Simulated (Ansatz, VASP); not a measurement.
# W in VASP and in Ansatz

The input INCAR:

```
  PREC = Accurate
  ENCUT = 520
  EDIFF = 1E-6
  ISMEAR = 0
  SIGMA = 0.15
  LREAL = False
  LASPH = True
  NELM = 80
  ALGO = Fast
  ISIF = 2
  LWAVE = False
  LCHARG = True
  GGA = PS
  LELF = True
  LVHAR = True
  NBANDS = 66
  LUSENCCL = False
```

KPOINTS

```
regular mesh
0
Gamma
  8 8 8
```

Contents of POSCAR:

```
W
1.0
    5.0320434148      0.0000000000      0.0000000000
    0.0000000000      5.0320434148      0.0000000000
    0.0000000000      0.0000000000      5.0320434148
W
8
Direct
   -0.0025564964      0.0000000000      0.0000000000
    0.4974435036      0.5000000000      0.5000000000
   -0.0046835446      0.5000000000      0.2500000000
   -0.0046835446      0.5000000000      0.7500000000
    0.2619235855      0.0000000000      0.5000000000
    0.7619235855      0.0000000000      0.5000000000
    0.4953164554      0.7500000000      0.0000000000
    0.4953164554      0.2500000000      0.0000000000
```

Input for Ansatz:

```yaml
crystal:
  lattice:
    - [5.0320434148, 0.0, 0.0]
    - [0.0, 5.0320434148, 0.0]
    - [0.0, 0.0, 5.0320434148]
  atoms:
    - { symbol: W, position: [-0.0025564964, 0.0, 0.0] }
    - { symbol: W, position: [0.4974435036, 0.5, 0.5] }
    - { symbol: W, position: [-0.0046835446, 0.5, 0.25] }
    - { symbol: W, position: [-0.0046835446, 0.5, 0.75] }
    - { symbol: W, position: [0.2619235855, 0.0, 0.5] }
    - { symbol: W, position: [0.7619235855, 0.0, 0.5] }
    - { symbol: W, position: [0.4953164554, 0.75, 0.0] }
    - { symbol: W, position: [0.4953164554, 0.25, 0.0] }
basis:
  ecutwfc: 420
kpoints:
  mp_grid: { grid: [8, 8, 8] }
hamiltonian:
  xc: pbesol
scf:
  occupations: { method: gaussian, width: 0.15 }
output:
  forces: true
  stress: true
  eigenvalues: true
```

Change from the starting cell: mode 4 (100.5 1/cm) frozen in, largest displacement -0.060 Å.

Alike in both runs: task single point; functional PBEsol; k mesh 8 × 8 × 8; occupations gaussian, width 0.15 eV; no spin polarisation.

```csv
,VASP,Ansatz
version,VASP 6.6.1,Ansatz 0.2.0
potentials or method,"VASP PAW PBE potentials, release 64 (W_sv), cutoff 520 eV","scalar-relativistic, plane waves, PAW"
valence electrons in the cell,112,112
```

Ansatz gave:

```
gap on the k mesh at the Fermi level (eV) : none
pressure (GPa)                            : 0.1
rms of the force components (eV/Å)        : 0.139
```

Problem. Which values does VASP return?

Solution. gap on the k mesh at the Fermi level (eV): none; pressure (GPa): 0.9; rms of the force components (eV/Å): 0.139.

VASP's potentials were made for PBE, not for PBEsol. Atom by atom the forces differ by 0.000 eV/Å (rms over components). A gap of «none» marks a metal or a gap that the smearing closes.

Neither program's run includes spin-orbit coupling.
